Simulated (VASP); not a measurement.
# ZnCd2Te3 (P4/mmm) in VASP: a series of runs, part 2 of 2

VASP 6.6.1. The steps go on from the part before.

## Step 3: Single point, PBE

This run uses another cell than the first one, of 32.30 Å³/atom.

Input file INCAR:

```
SYSTEM = ZnCd2Te3
PREC = Accurate ; ENCUT = 520
EDIFF = 1E-6 ; ISMEAR = 0
SIGMA = 0.1 ; LREAL = .FALSE.
LASPH = .TRUE. ; NELM = 80
ALGO = Normal ; ISIF = 2
LWAVE = .FALSE. ; LCHARG = .TRUE.
GGA = PE ; LELF = .TRUE.
LVHAR = .TRUE. ; NBANDS = 36
```

Input file KPOINTS:

```
regular mesh
0
G
  4 4 2
  0 0 0
```

Input file POSCAR:

```
ZnCd2Te3
1.0
    4.2742101570      0.0000000000      0.0000000000
    0.0000000000      4.2742101570      0.0000000000
    0.0000000000      0.0000000000     10.6071645363
Zn Cd Te
1 2 3
Direct
    0.0000000000      0.0000000000      0.0000000000
    0.5000000000      0.0000000000      0.5000000000
    0.0000000000      0.5000000000      0.5000000000
    0.5000000000      0.5000000000      0.7017515997
    0.5000000000      0.5000000000      0.2982484003
    0.5000000000      0.5000000000      0.0000000000
```

Potentials or basis: VASP PAW PBE potentials, release 64 (Zn, Cd, Te).

The run is started by

```sh
cat potpaw_PBE.64/Zn/POTCAR potpaw_PBE.64/Cd/POTCAR potpaw_PBE.64/Te/POTCAR > POTCAR
mpirun -np 1 vasp_std > vasp.out
```

Run time: 70 s. Hardware: 1 thread of Intel Xeon Platinum 8259CL at 2.50GHz (Skylake/Cascade Lake), shared host; peak memory 0.31 GiB.

Results (log left out):

```yaml
Free_energy: -11.7753 eV
Pressure: 0.0 GPa
Largest_force: 0.043 eV/Å
Band_gap_on_the_k_mesh: zero (bands 27 and 28 overlap by 1.91 eV)
```

Forces on the atoms (eV/Å):
```
Zn   0.000  0.000  0.000
Cd   0.000  0.000  0.000
Cd   0.000  0.000  0.000
Te   0.000  0.000  0.043
Te   0.000  0.000 -0.043
Te   0.000  0.000  0.000
```

Stress tensor (GPa, compression positive):
```
 0.17  0.00  0.00
 0.00  0.17  0.00
 0.00  0.00 -0.30
```

Levels at points of the mesh, in eV from the Fermi level:
```csv
k point,band 23,band 24,band 25,band 26,band 27,band 28,band 29,band 30,band 31,band 32
"(0.00, 0.00, 0.00)",-1.33,-1.15,-1.15,-0.43,-0.43,0.61,0.82,2.10,2.90,3.58
"(0.50, 0.00, 0.00)",-3.15,-1.19,-0.23,-0.22,0.16,1.40,1.66,2.18,2.73,3.10
"(0.50, 0.50, 0.00)",-3.22,-2.85,-2.80,-2.80,-2.19,-1.09,1.42,1.42,2.00,2.81
"(0.00, 0.00, 0.50)",-1.70,-1.61,-1.61,-1.32,-0.14,-0.14,2.10,2.11,3.32,3.38
"(0.50, 0.00, 0.50)",-1.29,-1.12,-0.95,-0.87,-0.38,0.22,2.60,2.73,3.05,3.11
"(0.50, 0.50, 0.50)",-3.66,-2.45,-2.45,-2.19,-1.11,-0.54,-0.23,1.04,1.04,3.18
```

Caveat: the k points lie up to 0.37 Å⁻¹ apart, too coarse for converged energies and pressures of a metal; spin-orbit coupling is left out, which moves the levels of the heavy elements.

## Step 4: Relaxation of cell and atoms, PBE

Input file INCAR:

```
SYSTEM = ZnCd2Te3
  PREC = Accurate
  ENCUT = 600
  EDIFF = 1E-6
  ISMEAR = 0
  SIGMA = 0.1
  LREAL = .FALSE.
  LASPH = .TRUE.
  NELM = 80
  ALGO = Normal
  ISIF = 3
  LWAVE = .FALSE.
  LCHARG = .FALSE.
  GGA = PE
  IBRION = 2
  NSW = 90
  EDIFFG = -0.04
```

KPOINTS is that of step 3.

Input file POSCAR:

```
ZnCd2Te3
1.0
    4.0575265500      0.0000000000      0.0000000000
    0.0000000000      4.0575265500      0.0000000000
    0.0000000000      0.0000000000     10.0872687900
Zn Cd Te
1 2 3
Direct
    0.0000000000      0.0000000000      0.0000000000
    0.5000000000      0.0000000000      0.5000000000
    0.0000000000      0.5000000000      0.5000000000
    0.5000000000      0.5000000000      0.6906662800
    0.5000000000      0.5000000000      0.3093337200
    0.5000000000      0.5000000000      0.0000000000
```

The run is started by

```sh
cat potpaw_PBE.64/Zn/POTCAR potpaw_PBE.64/Cd/POTCAR potpaw_PBE.64/Te/POTCAR > POTCAR
mpirun -np 1 vasp_std > vasp.out
```

Run time: 6.3 min. Hardware: 1 thread of Intel Xeon Platinum 8259CL at 2.50GHz (Skylake/Cascade Lake), shared host; peak memory 0.35 GiB.

It converged, with:

```yaml
Free_energy: -11.7711 eV
Relaxed_volume: 32.44 Å³/atom
Relaxed_cell: a = 4.292 Å, b = 4.292 Å, c = 10.568 Å, α = 90.00°, β = 90.00°, γ = 90.00°
Space_group_after_relaxing_to_0.1_Å: P4/mmm (No. 123)
Energy_gained_by_relaxing: 168.8 meV/atom
Ionic_steps: 9
Pressure_after_relaxing: -0.1 GPa
Largest_force_after_relaxing: 0.027 eV/Å
Band_gap_on_the_k_mesh: zero (bands 27 and 28 overlap by 1.86 eV)
```

Forces on the atoms (eV/Å):
```
Zn   0.000  0.000  0.000
Cd   0.000  0.000  0.000
Cd   0.000  0.000  0.000
Te   0.000  0.000  0.027
Te   0.000  0.000 -0.027
Te   0.000  0.000  0.000
```

Step by step:
| step | energy change (eV) | largest force (eV/Å) | pressure (GPa) | volume (Å³) |
| --- | --- | --- | --- | --- |
| 1 | 0.0000 | 2.4062 | 10.58 | 166.07 |
| 2 | -0.7433 | 0.4630 | -3.14 | 213.95 |
| 3 | -0.9868 | 0.1794 | -0.06 | 194.93 |
| 4 | -0.9866 | 0.2077 | 0.09 | 194.32 |
| 5 | -1.0033 | 0.1928 | 0.08 | 194.57 |
| 6 | -1.0081 | 0.1760 | 0.11 | 194.76 |
| 7 | -1.0110 | 0.0847 | -0.15 | 195.52 |
| 8 | -1.0113 | 0.0533 | -0.22 | 195.79 |
| 9 | -1.0131 | 0.0266 | -0.10 | 194.66 |

Final structure:
```cif
data_structure
_symmetry_space_group_name_H-M 'P 1'
_symmetry_Int_Tables_number 1
_cell_length_a 4.2917
_cell_length_b 4.2917
_cell_length_c 10.5684
_cell_angle_alpha 90.000
_cell_angle_beta 90.000
_cell_angle_gamma 90.000
_cell_volume 194.66
loop_
_atom_site_label
_atom_site_type_symbol
_atom_site_fract_x
_atom_site_fract_y
_atom_site_fract_z
_atom_site_occupancy
Zn1 Zn 0.00000 0.00000 0.00000 1
Cd1 Cd 0.50000 0.00000 0.50000 1
Cd2 Cd 0.00000 0.50000 0.50000 1
Te1 Te 0.50000 0.50000 0.70189 1
Te2 Te 0.50000 0.50000 0.29811 1
Te3 Te 0.50000 0.50000 0.00000 1
```

Levels at points of the mesh, in eV from the Fermi level:
```tsv
k point	band 25	band 26	band 27	band 28	band 29	band 30
(0.00, 0.00, 0.00)	-1.15	-0.44	-0.44	0.69	0.82	2.04
(0.50, 0.00, 0.00)	-0.24	-0.24	0.21	1.47	1.65	2.22
(0.50, 0.50, 0.00)	-2.79	-2.79	-2.19	-1.06	1.44	1.44
(0.00, 0.00, 0.50)	-1.63	-1.35	-0.15	-0.15	2.04	2.12
(0.50, 0.00, 0.50)	-0.98	-0.90	-0.35	0.21	2.58	2.67
(0.50, 0.50, 0.50)	-2.42	-2.18	-1.09	-0.53	-0.19	1.05
```

Caveat: the k points lie up to 0.37 Å⁻¹ apart in the final cell, too coarse for converged energies and pressures of a metal; the volume moved by over 15 % at a fixed basis, so the end points are rough; spin-orbit coupling is left out, which moves the levels of the heavy elements.

## Step 5: Single point, PBE

This run uses another cell than the first one, of 32.66 Å³/atom.

Input file INCAR:

```
SYSTEM = ZnCd2Te3
PREC     = Accurate       ! precision mode
ENCUT    = 520            ! plane-wave cutoff, eV
EDIFF    = 1E-6           ! SCF threshold, eV
ISMEAR   = 0              ! smearing method
SIGMA    = 0.1            ! smearing width, eV
LREAL    = .FALSE.        ! projectors in reciprocal space
LASPH    = .TRUE.         ! aspherical terms in the spheres
NELM     = 100            ! most SCF steps
ALGO     = Normal         ! electronic algorithm
ISIF     = 2              ! what is computed and relaxed
LWAVE    = .FALSE.        ! write WAVECAR
LCHARG   = .TRUE.         ! write CHGCAR
GGA      = PE             ! functional
LELF     = .TRUE.         ! ELF
LVHAR    = .TRUE.       
NBANDS   = 36             ! bands
```

Input file KPOINTS:

```
Automatic mesh
0
G
  10 10 4
  0 0 0
```

Input file POSCAR:

```
ZnCd2Te3
1.0
    4.2978355792      0.0000000000      0.0000000000
    0.0000000000      4.2978355792      0.0000000000
    0.0000000000      0.0000000000     10.6096527226
Zn Cd Te
1 2 3
Direct
    0.0000000000      0.0000000000      0.0000000000
    0.5000000000      0.0000000000      0.5000000000
    0.0000000000      0.5000000000      0.5000000000
    0.5000000000      0.5000000000      0.6967469788
    0.5000000000      0.5000000000      0.3032530212
    0.5000000000      0.5000000000      0.0000000000
```

The run is started by

```sh
cat potpaw_PBE.64/Zn/POTCAR potpaw_PBE.64/Cd/POTCAR potpaw_PBE.64/Te/POTCAR > POTCAR
mpirun -np 1 vasp_std > vasp.out
```

It took 4.9 min on 1 thread of Intel Xeon Platinum 8259CL at 2.50GHz (Skylake/Cascade Lake), shared host; peak memory 0.55 GiB.

It converged, with:

```yaml
Free_energy: -11.6831 eV
Pressure: 0.1 GPa
Largest_force: 0.040 eV/Å
Band_gap_on_the_k_mesh: zero (bands 27 and 28 overlap by 2.12 eV)
```

Forces on the atoms (eV/Å):
```
Zn   0.000  0.000  0.000
Cd   0.000  0.000  0.000
Cd   0.000  0.000  0.000
Te   0.000  0.000  0.040
Te   0.000  0.000 -0.040
Te   0.000  0.000  0.000
```

Levels at points of the mesh, in eV from the Fermi level:
| k point | band 25 | band 26 | band 27 | band 28 | band 29 | band 30 |
| --- | --- | --- | --- | --- | --- | --- |
| (0.00, 0.00, 0.00) | -1.39 | -0.52 | -0.52 | 0.39 | 0.73 | 1.89 |
| (0.50, 0.00, 0.00) | -0.48 | -0.32 | 0.23 | 1.14 | 1.56 | 2.03 |
| (0.50, 0.50, 0.00) | -2.90 | -2.90 | -2.42 | -1.12 | 1.46 | 1.46 |
| (0.00, 0.00, 0.50) | -1.82 | -1.59 | -0.28 | -0.28 | 1.84 | 1.90 |
| (0.50, 0.00, 0.50) | -1.15 | -1.02 | -0.32 | 0.04 | 2.34 | 2.43 |
| (0.50, 0.50, 0.50) | -2.60 | -2.41 | -1.14 | -0.64 | -0.46 | 1.09 |

Caveat: spin-orbit coupling is left out, which moves the levels of the heavy elements.

## Step 6: Overview

| task | cell | k mesh | cutoff (eV) | gap on the mesh (eV) | pressure (GPa) | largest force (eV/Å) |
| --- | --- | --- | --- | --- | --- | --- |
| single point | a = 4.058, b = 4.058, c = 10.087 Å, 6 atoms, atomic positions A | 4 × 4 × 2 | 520 | none | 10.6 | 2.41 |
| single point | a = 4.274, b = 4.274, c = 10.607 Å, 6 atoms, atomic positions B | 4 × 4 × 2 | 520 | none | 0.0 | 0.04 |
| relaxation of cell and atoms | relaxed from a = 4.058, b = 4.058, c = 10.087 Å, 6 atoms, atomic positions A | 4 × 4 × 2 | 600 | none | -0.1 | 0.03 |
| single point | a = 4.298, b = 4.298, c = 10.610 Å, 6 atoms, atomic positions C | 10 × 10 × 4 | 520 | none | 0.1 | 0.04 |

Alike in all rows: level PBE; potentials or basis VASP PAW PBE potentials, release 64 (Zn, Cd, Te); no spin polarisation; smearing gaussian 0.1 eV.

Caveats: some runs use coarse meshes; spin-orbit coupling is left out, which moves the levels of the heavy elements; forces of over 1 eV/Å act on the atoms, so gaps and moduli don't describe the material at rest (at least some runs); the volume moved by over 15 % at a fixed basis, so the end points are rough (at least some runs).

Total energies depend on the potentials used, so only differences within one code and one set of settings carry meaning.
